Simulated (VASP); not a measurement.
# ZrB (Fm-3m) in VASP: single point with r2SCAN

Aim: the single point of ZrB with r2SCAN.

Everything below comes from runs of VASP 6.6.1. Logs are shortened: lines on timing, memory, paths and dates and some standing lists are left out, and cuts for length are marked.

### 1 The cell of the first run

Symmetry: Fm-3m, No. 225, cubic system. Conventional cell: a = 4.650 Å, b = 4.650 Å, c = 4.650 Å, α = 90.00°, β = 90.00°, γ = 90.00°. Within 3.1 Å of Zr (site symmetry m-3m) lie 6 B at 2.33 Å. Within 3.1 Å of B (site symmetry m-3m) lie 6 Zr at 2.33 Å.

### 2 Single point, r2SCAN

Input file POSCAR:

```
ZrB
1.0
    0.0000000000      2.3250013489      2.3250013489
    2.3250013489      0.0000000000      2.3250013489
    2.3250013489      2.3250013489      0.0000000000
Zr B
1 1
Direct
    0.5000000000      0.5000000000      0.5000000000
    0.0000000000      0.0000000000      0.0000000000
```

Input file INCAR.step1:

```
SYSTEM = ZrB
  ALGO = Normal
  EDIFF = 1E-4
  ENCUT = 520
  GGA = PE
  ISMEAR = 0
  LASPH = .TRUE.
  LCHARG = .FALSE.
  LREAL = .FALSE.
  LWAVE = .TRUE.
  NBANDS = 14
  NELM = 60
  PREC = Accurate
  SIGMA = 0.05
```

Input file INCAR.step2:

```
SYSTEM = ZrB
  ALGO = Normal
  EDIFF = 1E-6
  ENCUT = 520
  ISIF = 2
  ISMEAR = 0
  ISTART = 1
  LASPH = .TRUE.
  LCHARG = .FALSE.
  LMIXTAU = .TRUE.
  LREAL = .FALSE.
  LWAVE = .FALSE.
  METAGGA = R2SCAN
  NBANDS = 14
  NELM = 60
  PREC = Accurate
  SIGMA = 0.05
```

Input file KPOINTS:

```
k-points
0
G
  12 12 12
  0 0 0
```

Potentials or basis: VASP PAW PBE potentials, release 64 (Zr_sv, B).

Started as:

```bash
$ cat potpaw_PBE.64/Zr_sv/POTCAR potpaw_PBE.64/B/POTCAR > POTCAR
$ cp INCAR.step1 INCAR
$ mpirun -np 1 vasp_std > vasp.out
$ cp INCAR.step2 INCAR
$ mpirun -np 1 vasp_std > vasp.out
```

OUTCAR:

```text
SYSTEM = ZrB
   EDIFF = 1E-6
   ENCUT = 520
   ISIF = 2
   ISMEAR = 0
   ISTART = 1
   LASPH = .TRUE.
   LREAL = .FALSE.
   METAGGA = R2SCAN
   NELM = 60
   PREC = Accurate

 ion  position               nearest neighbor table
   1  0.500  0.500  0.500-   2 2.33   2 2.33   2 2.33   2 2.33   2 2.33   2 2.33
   2  0.000  0.000  0.000-   1 2.33   1 2.33   1 2.33   1 2.33   1 2.33   1 2.33

  LATTYP: Found a face centered cubic cell.
 ALAT       =     4.6500026978

  Lattice vectors:

 A1 = (   0.0000000000,   2.3250013489,   2.3250013489)
 A2 = (   2.3250013489,   0.0000000000,   2.3250013489)
 A3 = (   2.3250013489,   2.3250013489,   0.0000000000)

Analysis of symmetry for initial positions (statically):
=====================================================================
 Subroutine PRICEL returns:
 Original cell was already a primitive cell.

 Routine SETGRP: Setting up the symmetry group for a
 face centered cubic supercell.

 Subroutine GETGRP returns: Found 48 space group operations
 (whereof 48 operations were pure point group operations)
 out of a pool of 48 trial point group operations.

The static configuration has the point symmetry O_h .

Analysis of symmetry for dynamics (positions and initial velocities):
=====================================================================
 Subroutine PRICEL returns:
 Original cell was already a primitive cell.

 Routine SETGRP: Setting up the symmetry group for a
 face centered cubic supercell.

 Subroutine GETGRP returns: Found 48 space group operations
 (whereof 48 operations were pure point group operations)
 out of a pool of 48 trial point group operations.

The dynamic configuration has the point symmetry O_h .

 Subroutine INISYM returns: Found 48 space group operations
 (whereof 48 operations are pure point group operations),
 and found     1 'primitive' translations

----------------------------------------------------------------------------------------

                                     Primitive cell

  volume of cell :      25.1362

  direct lattice vectors                    reciprocal lattice vectors
     0.000000000  2.325001349  2.325001349    -0.215053639  0.215053639  0.215053639
     2.325001349  0.000000000  2.325001349     0.215053639 -0.215053639  0.215053639
     2.325001349  2.325001349  0.000000000     0.215053639  0.215053639 -0.215053639

  length of vectors
     3.288048440  3.288048440  3.288048440     0.372483829  0.372483829  0.372483829

  position of ions in fractional coordinates (direct lattice)
     0.500000000  0.500000000  0.500000000
     0.000000000  0.000000000  0.000000000

  ion indices of the primitive-cell ions
   primitive index   ion index
                 1           1
                 2           2

----------------------------------------------------------------------------------------

 KPOINTS: k-points

Automatic generation of k-mesh.
 Grid dimensions read from file:
 generate k-points for:   12   12   12

 Generating k-lattice:

  Cartesian coordinates                     Fractional coordinates (reciprocal lattice)
    -0.017921137  0.017921137  0.017921137     0.083333333  0.000000000  0.000000000
     0.017921137 -0.017921137  0.017921137     0.000000000  0.083333333  0.000000000
     0.017921137  0.017921137 -0.017921137     0.000000000  0.000000000  0.083333333

  Length of vectors
     0.031040319  0.031040319  0.031040319

  Shift w.r.t. Gamma in fractional coordinates (k-lattice)
     0.000000000  0.000000000  0.000000000

 Subroutine IBZKPT returns following result:
 ===========================================

 Found     72 irreducible k-points:

 Following reciprocal coordinates:
            Coordinates               Weight
  0.000000  0.000000  0.000000      1.000000
  0.083333  0.000000  0.000000      8.000000
  0.166667  0.000000  0.000000      8.000000
  0.250000  0.000000  0.000000      8.000000
  0.333333  0.000000  0.000000      8.000000
  0.416667  0.000000  0.000000      8.000000
[... 16 lines left out ...]
  0.500000  0.166667  0.000000     24.000000
 -0.416667  0.166667  0.000000     24.000000
 [... further k-points ...]
   k-points           NKPTS =     72   k-points in BZ     NKDIM =     72   number of bands    NBANDS=     14
   number of dos      NEDOS =    301   number of ions     NIONS =      2
   total plane-waves  NPLWV =  13824
   dimension x,y,z NGX =    24 NGY =   24 NGZ =   24
   dimension x,y,z NGXF=    48 NGYF=   48 NGZF=   48
   ions per type =               1   1
   NGX,Y,Z   is equivalent  to a cutoff of  12.13, 12.13, 12.13 a.u.
   NGXF,Y,Z  is equivalent  to a cutoff of  24.27, 24.27, 24.27 a.u.
 SYSTEM =  ZrB
   PREC   = accura    normal or accurate (medium, high low for compatibility)
   ISTART =      1    job   : 0-new  1-cont  2-samecut
   ICHARG =      0    charge: 1-file 2-atom 10-const
   ISPIN  =      1    spin polarized calculation?
   LNONCOLLINEAR =      F non collinear calculations
   LSORBIT =      F    spin-orbit coupling
   LASPH  =      T    aspherical Exc in radial PAW
   ENCUT  =  520.0 eV  38.22 Ry    6.18 a.u.   6.11  6.11  6.11*2*pi/ulx,y,z
   NELM   =     60;   NELMIN=  2; NELMDL=  0     # of ELM steps
   EDIFF  = 0.1E-05   stopping-criterion for ELM
   LREAL  =      F    real-space projection
   EDIFFG = 0.1E-04   stopping-criterion for IOM
   NSW    =      0    number of steps for IOM
   IBRION =     -1    ionic relax: 0-MD 1-quasi-New 2-CG
   NFREE  =      0    steps in history (QN), initial steepest desc. (CG)
   ISIF   =      2    stress and relaxation
   ISYM   =      2    0-nonsym 1-usesym 2-fastsym
   POTIM  = 0.5000    time-step for ionic-motion
   TEBEG  =    0.0;   TEEND  =   0.0 temperature during run
   PSTRESS=    0.0 pullay stress
   NELECT =      15.0000    total number of electrons
   NUPDOWN=      -1.0000    fix difference up-down
   EMIN   =  10.00;   EMAX   =-10.00  energy-range for DOS
   EFERMI =   0.00;   METHOD = LEGACY
   ISMEAR =     0;   SIGMA  =   0.05  broadening in eV -4-tet -1-fermi 0-gaus
   EFERMI_NEDOS =   21; number of points for ismear=-14 and -15
   IALGO  =     38    algorithm
   IMIX   =      4    mixing-type and parameters
     AMIX     =   0.40;   BMIX     =  1.00
     AMIX_MAG =   1.60;   BMIX_MAG =  1.00
  volume/ion in A,a.u.               =      12.57        84.81
  Fermi-wavevector in a.u.,A,eV,Ry     =   1.378284  2.604579 25.846535  1.899667
  Thomas-Fermi vector in A             =   2.503360
   LORBIT       =      0    0 simple, 1 ext, 2 COOP (PROOUT), +10 PAW based schemes
   METAGGA = R2SCAN    functional components
   LHFCALC =     F    Hartree Fock is set to
   AEXX    =    0.0000 exact exchange contribution
   IVDW    =     0    specifies the selected vdW correction
   LEPSILON=     F    determine dielectric tensor
   LRPA    =     F    only Hartree local field effects (RPA)
 non-spin polarized calculation
 Gauss-broadening in eV      SIGMA  =   0.05
  energy-cutoff  :      520.00
  volume of cell :       25.14
 maximum number of plane-waves:       700
   NGX = 13   NGY = 13   NGZ = 13

 number of electron      15.0000000 magnetization

 Free energy of the ion-electron system (eV)
  ---------------------------------------------------
  ext. energy  EPLUGINS =         0.00000000
  ---------------------------------------------------
  free energy    TOTEN  =       -30.53043904 eV

  energy without entropy =      -30.52912663  energy(sigma->0) =      -30.52978284

 E-fermi :   8.9923     XC(G=0): -13.1431

 val. band max:        8.9775448881   @ k =   0.2500   0.0833   0.0000
 cond. band min:       9.0693678322   @ k =   0.3333   0.1667   0.0833
 fundamental gap:      0.0918229442
 Fermi energy:         8.9922980720

 k-point     1 :       0.0000    0.0000    0.0000
  band No.  band energies     occupation
      1     -39.3971      2.00000
      2     -16.4279      2.00000
      3     -16.4279      2.00000
      4     -16.4279      2.00000
      5       0.0910      2.00000
      6      11.1899      0.00000
      7      11.1899      0.00000
      8      11.1899      0.00000
      9      12.8862      0.00000
     10      12.8862      0.00000
     11      13.0154      0.00000
     12      13.0154      0.00000
     13      13.0154      0.00000
     14      20.6489      0.00000

 k-point     2 :       0.0833    0.0000    0.0000
  band No.  band energies     occupation
      1     -39.3885      2.00000
      2     -16.5014      2.00000
      3     -16.4343      2.00000
      4     -16.4343      2.00000
      5       0.2910      2.00000
      6      10.5472      0.00000
      7      10.9646      0.00000
      8      10.9646      0.00000
      9      11.8303      0.00000
     10      11.8303      0.00000
     11      13.3450      0.00000
     12      14.6896      0.00000
     13      14.6896      0.00000
     14      21.1410      0.00000

 k-point     3 :       0.1667    0.0000    0.0000
  band No.  band energies     occupation
      1     -39.3649      2.00000
      2     -16.6974      2.00000
      3     -16.4518      2.00000
      4     -16.4518      2.00000
      5       0.8565      2.00000
      6       9.3498      0.00000
      7       9.8751      0.00000
      8       9.8751      0.00000
      9      12.1263      0.00000
     10      12.1263      0.00000
     11      13.7831      0.00000
     12      16.6326      0.00000
     13      16.6326      0.00000
     14      22.3743      0.00000
[... 324 lines left out ...]
 k-point    23 :       0.5000    0.1667    0.0000
  band No.  band energies     occupation
      1     -39.2559      2.00000
      2     -17.3320      2.00000
      3     -16.6789      2.00000
      4     -16.5865      2.00000
      5       3.8042      2.00000
      6       5.6924      2.00000
      7       7.8989      2.00000
      8       8.1858      2.00000
      9      13.5569      0.00000
     10      15.3985      0.00000
     11      16.5616      0.00000
     12      19.6649      0.00000
     13      20.4059      0.00000
     14      22.5448      0.00000

 k-point    24 :      -0.4167    0.1667    0.0000
  band No.  band energies     occupation
      1     -39.2537      2.00000
      2     -17.3416      2.00000
      3     -16.7146      2.00000
      4     -16.5607      2.00000
      5       4.1625      2.00000
      6       5.3668      2.00000
      7       7.8942      2.00000
      8       7.9256      2.00000
      9      14.6097      0.00000
     10      14.8329      0.00000
     11      16.2327      0.00000
     12      19.8296      0.00000
     13      20.9008      0.00000
     14      21.9329      0.00000

 [... further k-points ...]

------------------------ aborting loop because EDIFF is reached ----------------------------------------

  FORCE on cell =-STRESS in cart. coord.  units (eV):
  Direction    XX          YY          ZZ          XY          YZ          ZX
  --------------------------------------------------------------------------------------
  -------------------------------------------------------------------------------------
  Total        5.7898972      5.7898972      5.7898972      0.0000000      0.0000000      0.0000000
  in kB      369.0471126    369.0471126    369.0471126      0.0000000      0.0000000      0.0000000
  external PRESSURE =     369.0471126 kB  Pullay stress =       0.0000000 kB

 VOLUME and BASIS-vectors are now :
 -----------------------------------------------------------------------------
  energy-cutoff  :      520.00
  volume of cell :       25.14
      direct lattice vectors                 reciprocal lattice vectors
     0.000000000  2.325001349  2.325001349    -0.215053639  0.215053639  0.215053639
     2.325001349  0.000000000  2.325001349     0.215053639 -0.215053639  0.215053639
     2.325001349  2.325001349  0.000000000     0.215053639  0.215053639 -0.215053639

 POSITION                                       TOTAL-FORCE (eV/Angst)
 -----------------------------------------------------------------------------------
      2.32500      2.32500      2.32500         0.000000     -0.000000      0.000000
      0.00000      0.00000      0.00000        -0.000000      0.000000     -0.000000
 -----------------------------------------------------------------------------------
    total drift:                               -0.000000     -0.000000      0.000000

  FREE ENERGIE OF THE ION-ELECTRON SYSTEM (eV)
  ---------------------------------------------------
  free  energy   TOTEN  =       -30.5304390430 eV

  energy  without entropy=      -30.5291266281  energy(sigma->0) =      -30.52978284
```

It took 28 s on 1 thread of Intel Xeon 6975P-C (Granite Rapids), shared host; peak memory 0.16 GiB.

What came out:

```
Free energy : -30.5304 eV
Pressure    : 36.9 GPa
```

Levels at points of the mesh, in eV from the Fermi level:
```tsv
k point	band 5	band 6	band 7	band 8	band 9	band 10	band 11	band 12
(0.00, 0.00, 0.00)	-8.90	2.20	2.20	2.20	3.89	3.89	4.02	4.02
(0.50, 0.00, 0.00)	-4.37	-4.03	-1.48	-1.48	6.19	6.19	7.89	8.61
(0.50, 0.50, 0.00)	-7.01	-1.06	-0.40	2.67	2.67	5.71	7.40	7.40
```

Caveat: the PAW data sets were made with another functional, which shifts forces and pressure a little.
